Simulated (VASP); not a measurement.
A run of VASP 6.6.1 is set up as follows.

File INCAR:

```
PREC     = Accurate       # precision mode
ENCUT    = 520            # plane-wave cutoff, eV
EDIFF    = 1E-7           # SCF threshold, eV
ISMEAR   = 0              # smearing method
SIGMA    = 0.1            # smearing width, eV
LREAL    = False          # projectors in reciprocal space
LASPH    = True           # aspherical terms in the spheres
NELM     = 80             # most SCF steps
ALGO     = Normal         # electronic algorithm
ISIF     = 2              # what is computed and relaxed
LWAVE    = False          # write WAVECAR
LCHARG   = False          # write CHGCAR
GGA      = PE             # functional
NBANDS   = 73             # bands
```

KPOINTS

```
regular mesh
0
Gamma
  4 4 4
```

File POSCAR:

```
Sn4Se
1.0
    0.0000000000      5.3455167500      5.3455167500
    5.3455167500      0.0000000000      5.3455167500
    5.3455167500      5.3455167500      0.0000000000
Sn Se
8 2
Direct
    0.3299050200      0.3299050200      0.3299050200
    0.3299050200      0.3299050200      0.0102849300
    0.3299050200      0.0102849300      0.3299050200
    0.0102849300      0.3299050200      0.3299050200
    0.9200949800      0.9200949800      0.2397150700
    0.9200949800      0.9200949800      0.9200949800
    0.9200949800      0.2397150700      0.9200949800
    0.2397150700      0.9200949800      0.9200949800
    0.7500000000      0.7500000000      0.7500000000
    0.5000000000      0.5000000000      0.5000000000
```

Potentials or basis: VASP PAW PBE potentials, release 64 (Sn_d, Se).

Run with:

```console
$ cat potpaw_PBE.64/Sn_d/POTCAR potpaw_PBE.64/Se/POTCAR > POTCAR
$ mpirun -np 1 vasp_std > vasp.out
```

Problem. Estimate the largest force.

Solution. 14.785 eV/Å.

Problem. What does it give for the band gap on the k mesh?

Solution. Zero (band 62 reaches 6.02 eV, above the bottom of band 63 at 5.32 eV).

Problem. What does it give for the pressure?

Solution. 24.4 GPa.

Forces in eV/Å, atoms in the order of the input:
```
Sn   8.536  8.536  8.536
Sn  -8.536 -8.536  8.536
Sn  -8.536  8.536 -8.536
Sn   8.536 -8.536 -8.536
Sn   8.536  8.536 -8.536
Sn  -8.536 -8.536 -8.536
Sn   8.536 -8.536  8.536
Sn  -8.536  8.536  8.536
Se   0.000  0.000  0.000
Se   0.000  0.000  0.000
```

Caveat: spin-orbit coupling is left out, which moves the levels of the heavy elements; forces of over 1 eV/Å act on the atoms, so gaps and moduli don't describe the material at rest.
